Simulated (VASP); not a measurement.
# Rb (P6_3/mmc) in VASP: relaxation of cell and atoms with PBE

Aim: the relaxation of cell and atoms of Rb with PBE.

Program: VASP 6.6.1. These are calculated values, not measurements. Logs are shortened: lines on timing, memory, paths and dates and some standing lists are left out, and cuts for length are marked.

### Step 1. The cell of the first run

It takes space group P6_3/mmc (No. 194, hexagonal). Conventional cell: a = 5.003 Å, b = 5.003 Å, c = 7.104 Å, α = 90.00°, β = 90.00°, γ = 120.00°. Within 4.5 Å of Rb (site symmetry -3m) lie 8 Rb at 3.39 to 3.55 Å. Rb (site symmetry -6m2) has 12 Rb at 3.39 to 4.58 Å within 4.6 Å.

This isn't the form of Rb at room conditions, which is bcc.

### Step 2. Relaxation of cell and atoms, PBE, target pressure 10 GPa, at which the enthalpy is minimised

INCAR

```
PREC = Accurate ; ENCUT = 600
EDIFF = 1E-6 ; ISMEAR = -1
SIGMA = 0.08 ; LREAL = F
LASPH = T ; NELM = 100
ALGO = Normal ; ISIF = 3
LWAVE = F ; LCHARG = F
GGA = PE ; IBRION = 2
NSW = 60 ; EDIFFG = -0.005
PSTRESS = 100.0
```

KPOINTS

```
regular mesh
0
Gamma
  7 7 5
```

POSCAR

```
Rb
1.0
    5.0029803087      0.0000000000      0.0000000000
   -2.5014901543      4.3327080420      0.0000000000
    0.0000000000      0.0000000000      7.1042320383
Rb
4
Direct
    0.0000000000      0.0000000000      0.0000000000
    0.0000000000      0.0000000000      0.5000000000
    0.3333333333      0.6666666667      0.2500000000
    0.6666666667      0.3333333333      0.7500000000
```

Potentials or basis: VASP PAW PBE potentials, release 64 (Rb_sv).

Command:

```console
$ cat potpaw_PBE.64/Rb_sv/POTCAR > POTCAR
$ mpirun -np 1 vasp_std > vasp.out
```

OUTCAR:

```text
PREC = Accurate
   ENCUT = 600
   EDIFF = 1E-6
   ISMEAR = -1
   LREAL = F
   LASPH = T
   NELM = 100
   ISIF = 3
   GGA = PE
   IBRION = 2
   NSW = 60
   EDIFFG = -0.005
   PSTRESS = 100.0

 ion  position               nearest neighbor table
   1  0.000  0.000  0.000-   3 3.39   4 3.39   4 3.39   3 3.39   4 3.39   3 3.39   2 3.55   2 3.55

   2  0.000  0.000  0.500-   3 3.39   4 3.39   4 3.39   3 3.39   4 3.39   3 3.39   1 3.55   1 3.55

   3  0.333  0.667  0.250-   1 3.39   2 3.39   1 3.39   2 3.39   1 3.39   2 3.39   4 4.58   4 4.58
                             4 4.58   4 4.58   4 4.58   4 4.58
   4  0.667  0.333  0.750-   1 3.39   2 3.39   1 3.39   2 3.39   1 3.39   2 3.39   3 4.58   3 4.58
                             3 4.58   3 4.58   3 4.58   3 4.58

  LATTYP: Found a hexagonal cell.
 ALAT       =     5.0029803087
 C/A-ratio  =     1.4200000000

  Lattice vectors:

 A1 = (   5.0029803087,   0.0000000000,   0.0000000000)
 A2 = (  -2.5014901543,   4.3327080420,   0.0000000000)
 A3 = (   0.0000000000,   0.0000000000,   7.1042320383)

Analysis of symmetry for initial positions (statically):
=====================================================================
 Subroutine PRICEL returns:
 Original cell was already a primitive cell.

 Routine SETGRP: Setting up the symmetry group for a
 hexagonal supercell.

 Subroutine GETGRP returns: Found 24 space group operations
 (whereof 12 operations were pure point group operations)
 out of a pool of 24 trial point group operations.

The static configuration has the point symmetry D_3d.
 The point group associated with its full space group is D_6h.

Analysis of symmetry for dynamics (positions and initial velocities):
=====================================================================
 Subroutine PRICEL returns:
 Original cell was already a primitive cell.

 Routine SETGRP: Setting up the symmetry group for a
 hexagonal supercell.

 Subroutine GETGRP returns: Found 24 space group operations
 (whereof 12 operations were pure point group operations)
 out of a pool of 24 trial point group operations.

The dynamic configuration has the point symmetry D_3d.
 The point group associated with its full space group is D_6h.

 Subroutine INISYM returns: Found 24 space group operations
 (whereof 12 operations are pure point group operations),
 and found     1 'primitive' translations

[... 93 lines left out ...]
   LSORBIT =      F    spin-orbit coupling
   LASPH  =      T    aspherical Exc in radial PAW
   ENCUT  =  600.0 eV  44.10 Ry    6.64 a.u.   9.99  9.99 14.19*2*pi/ulx,y,z
   NELM   =    100;   NELMIN=  2; NELMDL= -5     # of ELM steps
   EDIFF  = 0.1E-05   stopping-criterion for ELM
   LREAL  =      F    real-space projection
   EDIFFG = -.5E-02   stopping-criterion for IOM
   NSW    =     60    number of steps for IOM
   IBRION =      2    ionic relax: 0-MD 1-quasi-New 2-CG
   NFREE  =      1    steps in history (QN), initial steepest desc. (CG)
   ISIF   =      3    stress and relaxation
   ISYM   =      2    0-nonsym 1-usesym 2-fastsym
   POTIM  = 0.5000    time-step for ionic-motion
   TEBEG  =    0.0;   TEEND  =   0.0 temperature during run
   PSTRESS=  100.0 pullay stress
   NELECT =      36.0000    total number of electrons
   NUPDOWN=      -1.0000    fix difference up-down
   EMIN   =  10.00;   EMAX   =-10.00  energy-range for DOS
   EFERMI =   0.00;   METHOD = LEGACY
   ISMEAR =    -1;   SIGMA  =   0.08  broadening in eV -4-tet -1-fermi 0-gaus
   EFERMI_NEDOS =   21; number of points for ismear=-14 and -15
   IALGO  =     38    algorithm
   IMIX   =      4    mixing-type and parameters
     AMIX     =   0.40;   BMIX     =  1.00
     AMIX_MAG =   1.60;   BMIX_MAG =  1.00
  volume/ion in A,a.u.               =      38.50       259.80
  Fermi-wavevector in a.u.,A,eV,Ry     =   1.008495  1.905780 13.837979  1.017063
  Thomas-Fermi vector in A             =   2.141366
   LORBIT       =      0    0 simple, 1 ext, 2 COOP (PROOUT), +10 PAW based schemes
   GGA     = PE    functional components
   LHFCALC =     F    Hartree Fock is set to
   AEXX    =    0.0000 exact exchange contribution
   IVDW    =     0    specifies the selected vdW correction
   LEPSILON=     F    determine dielectric tensor
   LRPA    =     F    only Hartree local field effects (RPA)
 conjugate gradient relaxation of ions
 non-spin polarized calculation
  energy-cutoff  :      600.00
  volume of cell :      153.99
 maximum number of plane-waves:      5159
 NGX is ok and might be reduce to    40
   NGX = 19   NGY = 19   NGZ = 29

--------------------------------------- Ionic step        1  -------------------------------------------

 number of electron      36.0000000 magnetization

 Free energy of the ion-electron system (eV)
  ---------------------------------------------------
  ext. energy  EPLUGINS =         0.00000000
  ---------------------------------------------------
  free energy    TOTEN  =         0.50107777 eV

  energy without entropy =        0.54481838  energy(sigma->0) =        0.52294808

------------------------ aborting loop because EDIFF is reached ----------------------------------------

  FORCE on cell =-STRESS in cart. coord.  units (eV):
  Direction    XX          YY          ZZ          XY          YZ          ZX
  --------------------------------------------------------------------------------------
  -------------------------------------------------------------------------------------
  Total        8.3022342      8.3022342      8.7850577      0.0000000     -0.0000000      0.0000000
  in kB       86.3774154     86.3774154     91.4007682      0.0000000     -0.0000000      0.0000000
  external PRESSURE =     -11.9481337 kB  Pullay stress =     100.0000000 kB
[... 103 lines left out ...]
  energy  without entropy=        1.0098095271  energy(sigma->0) =        0.98948012

  enthalpy is  TOTEN    =        10.0806628742 eV   P V=        9.1115121559

[... ionic steps 4 to 9 ...]

--------------------------------------- Ionic step       10  -------------------------------------------

 number of electron      35.9999999 magnetization

------------------------ aborting loop because EDIFF is reached ----------------------------------------
[... 75 lines left out ...]
--------------------------------------- Ionic step       12  -------------------------------------------

 number of electron      35.9999999 magnetization

 Free energy of the ion-electron system (eV)
  ---------------------------------------------------
  ext. energy  EPLUGINS =         0.00000000
  ---------------------------------------------------
  free energy    TOTEN  =         0.90784737 eV

  energy without entropy =        0.95537090  energy(sigma->0) =        0.93160914

 E-fermi :   3.2423     XC(G=0):  -8.2409

 val. band max:        3.2051752681   @ k =   0.4286   0.1429   0.4000
 cond. band min:       3.3499157447   @ k =   0.0000   0.0000   0.0000
 fundamental gap:      0.1447404766
 Fermi energy:         3.2422804394

 k-point     1 :       0.0000    0.0000    0.0000
  band No.  band energies     occupation
      1     -26.6131      2.00000
      2     -26.4026      2.00000
      3     -26.0316      2.00000
      4     -25.9041      2.00000
      5     -11.1792      2.00000
      6     -11.0064      2.00000
[... 624 lines left out ...]
  energy  without entropy=        0.9553709042  energy(sigma->0) =        0.93160914

  enthalpy is  TOTEN    =        10.0765719764 eV   P V=        9.1687246098

 reached required accuracy - stopping structural energy minimisation
```

OSZICAR:

```text
N       E                     dE             d eps       ncg     rms          rms(c)
DAV:   1     0.264919714471E+03    0.26492E+03   -0.17677E+04  1056   0.160E+03
DAV:   2     0.178874647001E+02   -0.24703E+03   -0.24376E+03  1610   0.295E+02
DAV:   3     0.928462749565E+00   -0.16959E+02   -0.16819E+02  1386   0.727E+01
[... 100 lines left out ...]
DAV:   2     0.907690945933E+00    0.53092E-03   -0.14205E-03  1234   0.220E-01    0.636E-02
DAV:   3     0.907863352590E+00    0.17241E-03   -0.90726E-04  1282   0.149E-01    0.109E-02
DAV:   4     0.907854573774E+00   -0.87788E-05   -0.60351E-05  1362   0.388E-02    0.686E-03
DAV:   5     0.907848283407E+00   -0.62904E-05   -0.20982E-06   930   0.112E-02    0.497E-03
DAV:   6     0.907847366647E+00   -0.91676E-06   -0.28015E-07   642   0.323E-03
  12 F= 0.10076572E+02 E0= 0.10100334E+02  d E =-.562239E-05
```

CONTCAR:

```text
Rb
   1.00000000000000
     4.8318653410696655    0.0000000001735852    0.0000000000000000
    -2.4159326703362143    4.1845181331718289    0.0000000000000000
     0.0000000000000000    0.0000000000000000    7.2653950600980677
  Rb
     4
Direct
     0.0000000000000000    0.0000000000000000    0.0000000000000000
     0.0000000000000000    0.0000000000000000    0.5000000000000000
     0.3333333332999970    0.6666666667000030    0.2500000000000000
     0.6666666667000030    0.3333333332999970    0.7500000000000000

  0.00000000E+00  0.00000000E+00  0.00000000E+00
  0.00000000E+00  0.00000000E+00  0.00000000E+00
  0.00000000E+00  0.00000000E+00  0.00000000E+00
  0.00000000E+00  0.00000000E+00  0.00000000E+00
```

Run time: 8.4 min. Hardware: 1 thread of Intel Xeon Platinum 8375C at 2.90GHz (Ice Lake), shared host; peak memory 0.34 GiB.

What came out:

```
Free energy                                                : 0.9078 eV
Relaxed volume                                             : 36.72 Å³/atom
Relaxed cell                                               : a = 4.832 Å, b = 4.832 Å, c = 7.265 Å, α = 90.00°, β = 90.00°, γ = 120.00°
Space group after relaxing (to 0.1 Å)                      : P6_3/mmc (No. 194)
Energy change on relaxing (the run minimises the enthalpy) : +101.7 meV/atom
Ionic steps                                                : 12
Pressure after relaxing                                    : 10.0 GPa
Band gap on the k mesh                                     : zero (bands 18 and 19 overlap by 0.17 eV)
```

Step by step:
```
step  energy change (eV)  largest force (eV/Å)  pressure (GPa)  volume (Å³)
   1              0.0000                0.0000            8.81       153.99
   2              0.3635                0.0000            9.74       147.68
   3              0.4681                0.0000           10.03       145.98
   4              0.4636                0.0000           10.03       146.04
   5              0.4511                0.0000           10.03       146.22
   6              0.4293                0.0000           10.02       146.54
   7              0.3971                0.0000           10.04       147.07
   8              0.4126                0.0000           10.02       146.81
   9              0.4149                0.0000           10.02       146.77
  10              0.4160                0.0000           10.02       146.75
  11              0.3903                0.0000            9.95       147.16
  12              0.4068                0.0000           10.00       146.90
```

Final structure:
```xyz
4
Lattice="4.8319 0.0000 0.0000 -2.4159 4.1845 0.0000 0.0000 0.0000 7.2654" Properties=species:S:1:pos:R:3 pbc="T T T"
Rb    0.0000    0.0000    0.0000
Rb    0.0000    0.0000    3.6327
Rb    0.0000    2.7897    1.8163
Rb    2.4159    1.3948    5.4490
```

Levels at points of the mesh, in eV from the Fermi level:
```csv
k point,band 16,band 17,band 18,band 19,band 20,band 21
"(0.00, 0.00, 0.00)",-12.95,-2.83,0.11,0.27,0.63,0.71
```

Caveat: the cell is relaxed towards a set pressure, so the run minimises the enthalpy, not the energy.
